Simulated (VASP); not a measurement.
# InH (F-43m) in VASP: a series of runs

InH is run at these levels: PBE; tasks: single point.

Program: VASP 6.6.1. These are calculated values, not measurements. Logs are shortened: lines on timing, memory, paths and dates and some standing lists are left out, and cuts for length are marked.

### 1 The cell of the first run

It takes space group F-43m (No. 216, cubic). The conventional cell has a = 5.346 Å, b = 5.346 Å, c = 5.346 Å, α = 90.00°, β = 90.00°, γ = 90.00°. In (site symmetry -43m) has 4 H at 2.31 Å within 3.1 Å. Within 3.1 Å of H (site symmetry -43m) lie 4 In at 2.31 Å.

The cell was built from a structure type or drawn by symmetry, and may not be a known phase.

### 2 Single point, PBE

Input file INCAR:

```
SYSTEM = InH
ALGO = Normal ; EDIFF = 1E-6
ENCUT = 520 ; GGA = PE
ISIF = 2 ; ISMEAR = 0
LASPH = .TRUE. ; LCHARG = .FALSE.
LREAL = .FALSE. ; LWAVE = .FALSE.
NBANDS = 14 ; NELM = 60
PREC = Accurate ; SIGMA = 0.1
```

Input file KPOINTS:

```
k-points
0
G
  6 6 6
  0 0 0
```

Input file POSCAR:

```
InH
1.0
    0.0000000000      2.6729815000      2.6729815000
    2.6729815000      0.0000000000      2.6729815000
    2.6729815000      2.6729815000      0.0000000000
In H
1 1
Direct
    0.0000000000      0.0000000000      0.0000000000
    0.2500000000      0.2500000000      0.2500000000
```

Potentials or basis: VASP PAW PBE potentials, release 64 (In_d, H).

On the command line:

```console
cat potpaw_PBE.64/In_d/POTCAR potpaw_PBE.64/H/POTCAR > POTCAR
mpirun -np 1 vasp_std > vasp.out
```

OUTCAR:

```text
SYSTEM = InH
   EDIFF = 1E-6
   ENCUT = 520
   GGA = PE
   ISIF = 2
   ISMEAR = 0
   LASPH = .TRUE.
   LREAL = .FALSE.
   NELM = 60
   PREC = Accurate

 ion  position               nearest neighbor table
   1  0.000  0.000  0.000-   2 2.31   2 2.31   2 2.31   2 2.31
   2  0.250  0.250  0.250-   1 2.31   1 2.31   1 2.31   1 2.31

  LATTYP: Found a face centered cubic cell.
 ALAT       =     5.3459630000

  Lattice vectors:

 A1 = (   0.0000000000,   2.6729815000,   2.6729815000)
 A2 = (   2.6729815000,   0.0000000000,   2.6729815000)
 A3 = (   2.6729815000,   2.6729815000,   0.0000000000)

Analysis of symmetry for initial positions (statically):
=====================================================================
 Subroutine PRICEL returns:
 Original cell was already a primitive cell.

 Routine SETGRP: Setting up the symmetry group for a
 face centered cubic supercell.

 Subroutine GETGRP returns: Found 24 space group operations
 (whereof 24 operations were pure point group operations)
 out of a pool of 48 trial point group operations.

The static configuration has the point symmetry T_d .

Analysis of symmetry for dynamics (positions and initial velocities):
=====================================================================
 Subroutine PRICEL returns:
 Original cell was already a primitive cell.

 Routine SETGRP: Setting up the symmetry group for a
 face centered cubic supercell.

 Subroutine GETGRP returns: Found 24 space group operations
 (whereof 24 operations were pure point group operations)
 out of a pool of 48 trial point group operations.

The dynamic configuration has the point symmetry T_d .

 Subroutine INISYM returns: Found 24 space group operations
 (whereof 24 operations are pure point group operations),
 and found     1 'primitive' translations

----------------------------------------------------------------------------------------

                                     Primitive cell

  volume of cell :      38.1960

  direct lattice vectors                    reciprocal lattice vectors
     0.000000000  2.672981500  2.672981500    -0.187057037  0.187057037  0.187057037
     2.672981500  0.000000000  2.672981500     0.187057037 -0.187057037  0.187057037
     2.672981500  2.672981500  0.000000000     0.187057037  0.187057037 -0.187057037

  length of vectors
     3.780166689  3.780166689  3.780166689     0.323992292  0.323992292  0.323992292

  position of ions in fractional coordinates (direct lattice)
     0.000000000  0.000000000  0.000000000
     0.250000000  0.250000000  0.250000000

  ion indices of the primitive-cell ions
   primitive index   ion index
                 1           1
                 2           2

----------------------------------------------------------------------------------------

 KPOINTS: k-points

Automatic generation of k-mesh.
 Grid dimensions read from file:
 generate k-points for:    6    6    6

 Generating k-lattice:

  Cartesian coordinates                     Fractional coordinates (reciprocal lattice)
    -0.031176173  0.031176173  0.031176173     0.166666667  0.000000000  0.000000000
     0.031176173 -0.031176173  0.031176173     0.000000000  0.166666667  0.000000000
     0.031176173  0.031176173 -0.031176173     0.000000000  0.000000000  0.166666667

  Length of vectors
     0.053998715  0.053998715  0.053998715

  Shift w.r.t. Gamma in fractional coordinates (k-lattice)
     0.000000000  0.000000000  0.000000000

 Subroutine IBZKPT returns following result:
 ===========================================

 Found     16 irreducible k-points:

 Following reciprocal coordinates:
            Coordinates               Weight
  0.000000  0.000000  0.000000      1.000000
  0.166667  0.000000  0.000000      8.000000
  0.333333  0.000000  0.000000      8.000000
  0.500000  0.000000  0.000000      4.000000
  0.166667  0.166667  0.000000      6.000000
  0.333333  0.166667  0.000000     24.000000
[... 8 lines left out ...]
 -0.333333  0.333333  0.166667     24.000000
 -0.333333  0.500000  0.166667     12.000000
   k-points           NKPTS =     16   k-points in BZ     NKDIM =     16   number of bands    NBANDS=     14
   number of dos      NEDOS =    301   number of ions     NIONS =      2
   total plane-waves  NPLWV =  21952
   dimension x,y,z NGX =    28 NGY =   28 NGZ =   28
   dimension x,y,z NGXF=    56 NGYF=   56 NGZF=   56
   ions per type =               1   1
   NGX,Y,Z   is equivalent  to a cutoff of  12.31, 12.31, 12.31 a.u.
   NGXF,Y,Z  is equivalent  to a cutoff of  24.63, 24.63, 24.63 a.u.
 SYSTEM =  InH
   PREC   = accura    normal or accurate (medium, high low for compatibility)
   ISTART =      0    job   : 0-new  1-cont  2-samecut
   ICHARG =      2    charge: 1-file 2-atom 10-const
   ISPIN  =      1    spin polarized calculation?
   LNONCOLLINEAR =      F non collinear calculations
   LSORBIT =      F    spin-orbit coupling
   LASPH  =      T    aspherical Exc in radial PAW
   ENCUT  =  520.0 eV  38.22 Ry    6.18 a.u.   7.03  7.03  7.03*2*pi/ulx,y,z
   NELM   =     60;   NELMIN=  2; NELMDL= -5     # of ELM steps
   EDIFF  = 0.1E-05   stopping-criterion for ELM
   LREAL  =      F    real-space projection
   EDIFFG = 0.1E-04   stopping-criterion for IOM
   NSW    =      0    number of steps for IOM
   IBRION =     -1    ionic relax: 0-MD 1-quasi-New 2-CG
   NFREE  =      0    steps in history (QN), initial steepest desc. (CG)
   ISIF   =      2    stress and relaxation
   ISYM   =      2    0-nonsym 1-usesym 2-fastsym
   POTIM  = 0.5000    time-step for ionic-motion
   TEBEG  =    0.0;   TEEND  =   0.0 temperature during run
   PSTRESS=    0.0 pullay stress
   NELECT =      14.0000    total number of electrons
   NUPDOWN=      -1.0000    fix difference up-down
   EMIN   =  10.00;   EMAX   =-10.00  energy-range for DOS
   EFERMI =   0.00;   METHOD = LEGACY
   ISMEAR =     0;   SIGMA  =   0.10  broadening in eV -4-tet -1-fermi 0-gaus
   EFERMI_NEDOS =   21; number of points for ismear=-14 and -15
   IALGO  =     38    algorithm
   IMIX   =      4    mixing-type and parameters
     AMIX     =   0.40;   BMIX     =  1.00
     AMIX_MAG =   1.60;   BMIX_MAG =  1.00
  volume/ion in A,a.u.               =      19.10       128.88
  Fermi-wavevector in a.u.,A,eV,Ry     =   1.171597  2.213997 18.675892  1.372639
  Thomas-Fermi vector in A             =   2.308038
   LORBIT       =      0    0 simple, 1 ext, 2 COOP (PROOUT), +10 PAW based schemes
   GGA     = PE    functional components
   LHFCALC =     F    Hartree Fock is set to
   AEXX    =    0.0000 exact exchange contribution
   IVDW    =     0    specifies the selected vdW correction
   LEPSILON=     F    determine dielectric tensor
   LRPA    =     F    only Hartree local field effects (RPA)
 non-spin polarized calculation
 Gauss-broadening in eV      SIGMA  =   0.10
  energy-cutoff  :      520.00
  volume of cell :       38.20
 maximum number of plane-waves:      1056
   NGX = 13   NGY = 13   NGZ = 13

 number of electron      13.9999997 magnetization

 Free energy of the ion-electron system (eV)
  ---------------------------------------------------
  ext. energy  EPLUGINS =         0.00000000
  ---------------------------------------------------
  free energy    TOTEN  =        -4.99569356 eV

  energy without entropy =       -4.98772964  energy(sigma->0) =       -4.99171160

 E-fermi :   4.7127     XC(G=0):  -8.9778

 val. band max:        4.7029509470   @ k =  -0.3333   0.3333   0.1667
 cond. band min:       4.7889268905   @ k =  -0.3333   0.5000   0.1667
 fundamental gap:      0.0859759435
 Fermi energy:         4.7126845184

 k-point     1 :       0.0000    0.0000    0.0000
  band No.  band energies     occupation
      1      -9.9531      2.00000
      2      -9.9531      2.00000
      3      -9.9531      2.00000
      4      -9.8851      2.00000
      5      -9.8851      2.00000
      6      -4.4229      2.00000
      7       7.1219      0.00000
      8      11.6587      0.00000
      9      11.6587      0.00000
     10      11.6587      0.00000
     11      14.6317      0.00000
     12      14.6318      0.00000
     13      14.6318      0.00000
     14      16.1351      0.00000

 k-point     2 :       0.1667    0.0000    0.0000
  band No.  band energies     occupation
      1      -9.9617      2.00000
      2      -9.9394      2.00000
      3      -9.9394      2.00000
      4      -9.8828      2.00000
      5      -9.8828      2.00000
      6      -3.9916      2.00000
      7       6.1588      0.00000
      8       9.3326      0.00000
      9      11.0282      0.00000
     10      11.0282      0.00000
     11      15.4418      0.00000
     12      15.4418      0.00000
     13      15.8693      0.00000
     14      16.5402      0.00000

 k-point     3 :       0.3333    0.0000    0.0000
  band No.  band energies     occupation
      1      -9.9824      2.00000
      2      -9.9378      2.00000
      3      -9.9378      2.00000
      4      -9.8517      2.00000
      5      -9.8517      2.00000
      6      -2.7331      2.00000
      7       3.1863      2.00000
      8       8.4198      0.00000
      9      10.2743      0.00000
     10      10.2743      0.00000
     11      14.5663      0.00000
     12      14.6260      0.00000
     13      14.6260      0.00000
     14      18.4587      0.00000
[... 188 lines left out ...]
 k-point    15 :      -0.3333    0.3333    0.1667
  band No.  band energies     occupation
      1      -9.9780      2.00000
      2      -9.9411      2.00000
      3      -9.8960      2.00000
      4      -9.8729      2.00000
      5      -9.8305      2.00000
      6      -0.4173      2.00000
      7       1.7499      2.00000
      8       4.7030      1.10949
      9       6.8143      0.00000
     10      11.2972      0.00000
     11      13.8349      0.00000
     12      16.2495      0.00000
     13      17.5184      0.00000
     14      19.5313      0.00000

 k-point    16 :      -0.3333    0.5000    0.1667
  band No.  band energies     occupation
      1     -10.0129      2.00000
      2      -9.9476      2.00000
      3      -9.8785      2.00000
      4      -9.8534      2.00000
      5      -9.8166      2.00000
      6       0.1904      2.00000
      7       1.5040      2.00000
      8       4.7889      0.28093
      9       5.8258      0.00000
     10      10.7199      0.00000
     11      12.8845      0.00000
     12      16.4617      0.00000
     13      18.3913      0.00000
     14      21.5159      0.00000

------------------------ aborting loop because EDIFF is reached ----------------------------------------

  FORCE on cell =-STRESS in cart. coord.  units (eV):
  Direction    XX          YY          ZZ          XY          YZ          ZX
  --------------------------------------------------------------------------------------
  -------------------------------------------------------------------------------------
  Total       -0.2446191     -0.2446191     -0.2446191      0.0000000      0.0000000      0.0000000
  in kB      -10.2608451    -10.2608451    -10.2608451      0.0000000      0.0000000      0.0000000
  external PRESSURE =     -10.2608451 kB  Pullay stress =       0.0000000 kB

 VOLUME and BASIS-vectors are now :
 -----------------------------------------------------------------------------
  energy-cutoff  :      520.00
  volume of cell :       38.20
      direct lattice vectors                 reciprocal lattice vectors
     0.000000000  2.672981500  2.672981500    -0.187057037  0.187057037  0.187057037
     2.672981500  0.000000000  2.672981500     0.187057037 -0.187057037  0.187057037
     2.672981500  2.672981500  0.000000000     0.187057037  0.187057037 -0.187057037

 POSITION                                       TOTAL-FORCE (eV/Angst)
 -----------------------------------------------------------------------------------
      0.00000      0.00000      0.00000         0.000000     -0.000000      0.000000
      1.33649      1.33649      1.33649        -0.000000      0.000000     -0.000000
 -----------------------------------------------------------------------------------
    total drift:                               -0.000000     -0.000000     -0.000000

  FREE ENERGIE OF THE ION-ELECTRON SYSTEM (eV)
  ---------------------------------------------------
  free  energy   TOTEN  =        -4.9956935560 eV

  energy  without entropy=       -4.9877296379  energy(sigma->0) =       -4.99171160
```

It took 9.7 s on 1 thread of Intel Xeon 6975P-C (Granite Rapids), shared host; peak memory 0.15 GiB.

What came out:

```yaml
Free_energy: -4.9957 eV
Pressure: -1.0 GPa
Band_gap_on_the_k_mesh: zero (bands 7 and 8 overlap by 3.00 eV)
```

Levels at points of the mesh, in eV from the Fermi level:
```
           k point  band 4  band 5  band 6  band 7  band 8  band 9  band 10  band 11
(0.00, 0.00, 0.00)  -14.60  -14.60   -9.14    2.41    6.95    6.95     6.95     9.92
(0.50, 0.00, 0.00)  -14.54  -14.54   -6.13   -3.62    3.57    5.29     5.29     9.32
(0.50, 0.50, 0.00)  -14.53  -14.53   -4.78   -3.37    2.43    2.43     2.56     5.34
```

Caveat: spin-orbit coupling is left out, which moves the levels of the heavy elements.

### 3 Single point, PBE

This run uses another cell than the first one, of 17.76 Å³/atom.

INCAR: that of step 2 with these lines changed.

```diff
@@ -6,3 +6,3 @@
 LREAL = .FALSE. ; LWAVE = .FALSE.
-NBANDS = 14 ; NELM = 60
+NBANDS = 14 ; NELM = 80
 PREC = Accurate ; SIGMA = 0.1
```

Input file KPOINTS:

```
k-points
0
G
  18 18 18
  0 0 0
```

Input file POSCAR:

```
InH
1.0
    0.0000000000      2.6092766905      2.6092766905
    2.6092766905      0.0000000000      2.6092766905
    2.6092766905      2.6092766905      0.0000000000
In H
1 1
Direct
    0.0000000000      0.0000000000      0.0000000000
    0.2500000000      0.2500000000      0.2500000000
```

Potentials or basis: VASP PAW PBE potentials, release 64 (In_d, H).

On the command line:

```console
cat potpaw_PBE.64/In_d/POTCAR potpaw_PBE.64/H/POTCAR > POTCAR
mpirun -np 1 vasp_std > vasp.out
```

OUTCAR:

```text
SYSTEM = InH
   EDIFF = 1E-6
   ENCUT = 520
   GGA = PE
   ISIF = 2
   ISMEAR = 0
   LASPH = .TRUE.
   LREAL = .FALSE.
   NELM = 80
   PREC = Accurate

 ion  position               nearest neighbor table
   1  0.000  0.000  0.000-   2 2.26   2 2.26   2 2.26   2 2.26
   2  0.250  0.250  0.250-   1 2.26   1 2.26   1 2.26   1 2.26

  LATTYP: Found a face centered cubic cell.
 ALAT       =     5.2185533810

  Lattice vectors:

 A1 = (   0.0000000000,   2.6092766905,   2.6092766905)
 A2 = (   2.6092766905,   0.0000000000,   2.6092766905)
 A3 = (   2.6092766905,   2.6092766905,   0.0000000000)

Analysis of symmetry for initial positions (statically):
=====================================================================
 Subroutine PRICEL returns:
 Original cell was already a primitive cell.

 Routine SETGRP: Setting up the symmetry group for a
 face centered cubic supercell.

 Subroutine GETGRP returns: Found 24 space group operations
 (whereof 24 operations were pure point group operations)
 out of a pool of 48 trial point group operations.

The static configuration has the point symmetry T_d .

Analysis of symmetry for dynamics (positions and initial velocities):
[... 176 lines left out ...]
      9      12.7692      0.00000
     10      12.7692      0.00000
     11      15.6102      0.00000
     12      15.6102      0.00000
     13      15.6102      0.00000
     14      17.5601      0.00000
[... 377 lines left out ...]
      1      -9.4096      2.00000
      2      -9.3596      2.00000
      3      -9.3585      2.00000
      4      -9.2927      2.00000
      5      -9.2744      2.00000
      6      -3.2952      2.00000
      7       5.6198      0.00000
      8       9.2661      0.00000
      9      11.2828      0.00000
     10      12.0842      0.00000
     11      15.7333      0.00000
     12      15.8855      0.00000
     13      17.5094      0.00000
     14      18.0304      0.00000

 [... further k-points ...]

------------------------ aborting loop because EDIFF is reached ----------------------------------------

  FORCE on cell =-STRESS in cart. coord.  units (eV):
  Direction    XX          YY          ZZ          XY          YZ          ZX
  --------------------------------------------------------------------------------------
  -------------------------------------------------------------------------------------
  Total       -0.0242761     -0.0242761     -0.0242761      0.0000000      0.0000000      0.0000000
  in kB       -1.0947100     -1.0947100     -1.0947100      0.0000000      0.0000000      0.0000000
  external PRESSURE =      -1.0947100 kB  Pullay stress =       0.0000000 kB

 VOLUME and BASIS-vectors are now :
 -----------------------------------------------------------------------------
  energy-cutoff  :      520.00
  volume of cell :       35.53
      direct lattice vectors                 reciprocal lattice vectors
     0.000000000  2.609276691  2.609276691    -0.191623986  0.191623986  0.191623986
     2.609276691  0.000000000  2.609276691     0.191623986 -0.191623986  0.191623986
     2.609276691  2.609276691  0.000000000     0.191623986  0.191623986 -0.191623986

 POSITION                                       TOTAL-FORCE (eV/Angst)
 -----------------------------------------------------------------------------------
      0.00000      0.00000      0.00000         0.000000     -0.000000     -0.000000
      1.30464      1.30464      1.30464        -0.000000      0.000000      0.000000
 -----------------------------------------------------------------------------------
    total drift:                               -0.000000     -0.000000     -0.000000

  FREE ENERGIE OF THE ION-ELECTRON SYSTEM (eV)
  ---------------------------------------------------
  free  energy   TOTEN  =        -5.0250613857 eV

  energy  without entropy=       -5.0220247402  energy(sigma->0) =       -5.02354306
```

OSZICAR:

```text
N       E                     dE             d eps       ncg     rms          rms(c)
DAV:   1     0.839708922133E+02    0.83971E+02   -0.66329E+03  5528   0.119E+03
DAV:   2    -0.423321108342E+00   -0.84394E+02   -0.81110E+02  5928   0.280E+02
DAV:   3    -0.516537731772E+01   -0.47421E+01   -0.47243E+01  6834   0.640E+01
DAV:   4    -0.527646780582E+01   -0.11109E+00   -0.11106E+00  6906   0.102E+01
DAV:   5    -0.528188808565E+01   -0.54203E-02   -0.54202E-02  7916   0.200E+00    0.310E+00
DAV:   6    -0.505621748166E+01    0.22567E+00   -0.23470E-01  8002   0.501E+00    0.137E+00
DAV:   7    -0.502324506726E+01    0.32972E-01   -0.88900E-02  7790   0.203E+00    0.432E-01
DAV:   8    -0.502482180271E+01   -0.15767E-02   -0.11394E-02  6846   0.927E-01    0.125E-01
DAV:   9    -0.502499246068E+01   -0.17066E-03   -0.14250E-04  7536   0.820E-02    0.743E-02
DAV:  10    -0.502505790284E+01   -0.65442E-04   -0.79723E-05  6714   0.129E-01    0.312E-02
DAV:  11    -0.502506076644E+01   -0.28636E-05   -0.58668E-06  7016   0.252E-02    0.628E-03
DAV:  12    -0.502506138568E+01   -0.61923E-06   -0.52292E-07  5528   0.726E-03
   1 F= -.50250614E+01 E0= -.50235431E+01  d E =-.303665E-02
```

It took 84 s on 1 thread of Intel Xeon 6975P-C (Granite Rapids), shared host; peak memory 0.23 GiB.

Results:

```
Free energy            : -5.0251 eV
Pressure               : -0.1 GPa
Band gap on the k mesh : zero (bands 7 and 8 overlap by 3.23 eV)
```

Caveat: spin-orbit coupling is left out, which moves the levels of the heavy elements.
